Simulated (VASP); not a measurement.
# Au (Fm-3m) in VASP: a series of runs, part 2 of 2

VASP 6.6.1. Earlier steps stand in the parts before.

**3. Single point, PBE+D4**

This run uses another cell than the first one, of 17.31 Å³/atom, 1.027 times its volume.

Input file INCAR:

```
  PREC = Accurate
  ENCUT = 520
  EDIFF = 1E-6
  ISMEAR = -1
  SIGMA = 0.05
  LREAL = False
  LASPH = True
  NELM = 60
  ALGO = Normal
  ISIF = 2
  LWAVE = False
  LCHARG = True
  GGA = PE
  IVDW = 13
  LELF = True
  LVHAR = True
  NBANDS = 12
```

Input file KPOINTS:

```
Automatic mesh
0
Gamma
  11 11 11
```

Input file POSCAR:

```
Au
1.0
    0.0000000000      2.0533115615      2.0533115615
    2.0533115615      0.0000000000      2.0533115615
    2.0533115615      2.0533115615      0.0000000000
Au
1
Direct
    0.0000000000      0.0000000000      0.0000000000
```

Potentials or basis: VASP PAW PBE potentials, release 64 (Au).

Command:

```
cat potpaw_PBE.64/Au/POTCAR > POTCAR
mpirun -np 1 vasp_std > vasp.out
```

OUTCAR:

```text
PREC = Accurate
   ENCUT = 520
   EDIFF = 1E-6
   ISMEAR = -1
   LREAL = False
   LASPH = True
   NELM = 60
   ISIF = 2
   GGA = PE
   IVDW = 13

 ion  position               nearest neighbor table
   1  0.000  0.000  0.000-

  LATTYP: Found a face centered cubic cell.
 ALAT       =     4.1066231230

  Lattice vectors:

 A1 = (   0.0000000000,   2.0533115615,   2.0533115615)
 A2 = (   2.0533115615,   0.0000000000,   2.0533115615)
 A3 = (   2.0533115615,   2.0533115615,   0.0000000000)

Analysis of symmetry for initial positions (statically):
=====================================================================
 Subroutine PRICEL returns:
 Original cell was already a primitive cell.

 Routine SETGRP: Setting up the symmetry group for a
 face centered cubic supercell.

 Subroutine GETGRP returns: Found 48 space group operations
[... 9 lines left out ...]

 Routine SETGRP: Setting up the symmetry group for a
 face centered cubic supercell.

 Subroutine GETGRP returns: Found 48 space group operations
[... 11 lines left out ...]
                                     Primitive cell

  volume of cell :      17.3139

[... 143 lines left out ...]
      1      -0.4763      2.00000
      2       4.6055      2.00000
      3       4.6055      2.00000
      4       4.6055      2.00000
      5       6.0771      2.00000
      6       6.0771      2.00000
      7      23.7565      0.00000
      8      27.6636      0.00000
      9      27.6636      0.00000
     10      27.6636      0.00000
     11      32.5197      0.00000
     12      36.9842      0.00000
[... 331 lines left out ...]
 k-point    24 :      -0.1818    0.1818    0.0000
  band No.  band energies     occupation
      1       2.0602      2.00000
      2       4.0178      2.00000
      3       4.8026      2.00000
      4       5.4544      2.00000
      5       5.4927      2.00000
      6       7.2529      2.00000
      7      20.4854      0.00000
      8      22.4109      0.00000
      9      26.8232      0.00000
     10      28.3469      0.00000
     11      30.8277      0.00000
     12      33.5065      0.00000

 [... further k-points ...]

------------------------ aborting loop because EDIFF is reached ----------------------------------------

  DFT-D4 for vdW energy calculation

  Edisp (eV):   -0.66837

  FORCE on cell =-STRESS in cart. coord.  units (eV):
  Direction    XX          YY          ZZ          XY          YZ          ZX
  --------------------------------------------------------------------------------------
  -------------------------------------------------------------------------------------
  Total      -0.02911    -0.02911    -0.02911    -0.00000    -0.00000     0.00000
  in kB      -2.69347    -2.69347    -2.69347    -0.00000    -0.00000     0.00000
  external pressure =       -2.69 kB  Pullay stress =        0.00 kB

 VOLUME and BASIS-vectors are now :
 -----------------------------------------------------------------------------
  energy-cutoff  :      520.00
  volume of cell :       17.31
      direct lattice vectors                 reciprocal lattice vectors
     0.000000000  2.053311562  2.053311562    -0.243509075  0.243509075  0.243509075
     2.053311562  0.000000000  2.053311562     0.243509075 -0.243509075  0.243509075
     2.053311562  2.053311562  0.000000000     0.243509075  0.243509075 -0.243509075

 POSITION                                       TOTAL-FORCE (eV/Angst)
 -----------------------------------------------------------------------------------
      0.00000      0.00000      0.00000         0.000000     -0.000000      0.000000
 -----------------------------------------------------------------------------------
    total drift:                               -0.000000     -0.000000     -0.000000

  FREE ENERGIE OF THE ION-ELECTRON SYSTEM (eV)
  ---------------------------------------------------
  free  energy   TOTEN  =        -3.8873500020 eV

  energy  without entropy=       -3.8863058699  energy(sigma->0) =       -3.88682794
```

Wall time 14 s (1 thread of Intel Xeon 8259CL, shared host); peak memory 0.15 GiB.

Results:

* Free energy: -3.8874 eV
* Pressure: -0.3 GPa
* Dispersion energy per atom: -0.668 eV

Levels at points of the mesh, in eV from the Fermi level:
```csv
k point,band 2,band 3,band 4,band 5,band 6,band 7,band 8,band 9,band 10,band 11
"(0.00, 0.00, 0.00)",-4.66,-4.66,-4.66,-3.19,-3.19,14.49,18.39,18.39,18.39,23.25
```

Caveat: spin-orbit coupling is left out, which moves the levels of the heavy elements; pairwise dispersion overbinds metals, which lowers pressure and volume.

**4. Single point, PBE**

This run uses another cell than the first one, of 17.96 Å³/atom, 1.066 times its volume.

Input file INCAR:

```
PREC = Accurate
ENCUT = 520
EDIFF = 1E-6
ISMEAR = -1
SIGMA = 0.05
LREAL = False
LASPH = True
NELM = 60
ALGO = Normal
ISIF = 2
LWAVE = False
LCHARG = False
GGA = PE
NBANDS = 12
```

KPOINTS is that of step 3.

Input file POSCAR:

```
Au
1.0
    0.0000000000      2.0785857735      2.0785857735
    2.0785857735      0.0000000000      2.0785857735
    2.0785857735      2.0785857735      0.0000000000
Au
1
Direct
    0.0000000000      0.0000000000      0.0000000000
```

Command:

```
cat potpaw_PBE.64/Au/POTCAR > POTCAR
mpirun -np 1 vasp_std > vasp.out
```

Run time: 14 s. Hardware: 1 thread of Intel Xeon 8259CL, shared host; peak memory 0.15 GiB.

Results (log left out):

| Property | Result |
| --- | --- |
| Free energy | -3.2295 eV |
| Pressure | -0.3 GPa |

Levels at points of the mesh, in eV from the Fermi level:
```tsv
k point	band 3	band 4	band 5	band 6	band 7	band 8	band 9	band 10
(0.00, 0.00, 0.00)	-4.52	-4.52	-3.14	-3.14	14.48	18.18	18.18	18.18
```

Caveat: spin-orbit coupling is left out, which moves the levels of the heavy elements.

**5. Summary**

```tsv
level	cell	smearing	gap on the mesh (eV)	pressure (GPa)
PBE	a = 2.878 Å, angles 60.0°, 1 atom	gaussian 0.014 eV	none	10.5
PBE+D4	a = 2.904 Å, angles 60.0°, 1 atom	fermi-dirac 0.05 eV	none	-0.3
PBE	a = 2.940 Å, angles 60.0°, 1 atom	fermi-dirac 0.05 eV	none	-0.3
```

Alike in all rows: task single point; potentials or basis VASP PAW PBE potentials, release 64 (Au); no spin polarisation; k mesh 11 × 11 × 11; cutoff (eV) 520.

Caveats: spin-orbit coupling is left out, which moves the levels of the heavy elements; pairwise dispersion overbinds metals, which lowers pressure and volume (some runs).

Total energies depend on the potentials used, so only differences within one code and one set of settings carry meaning.
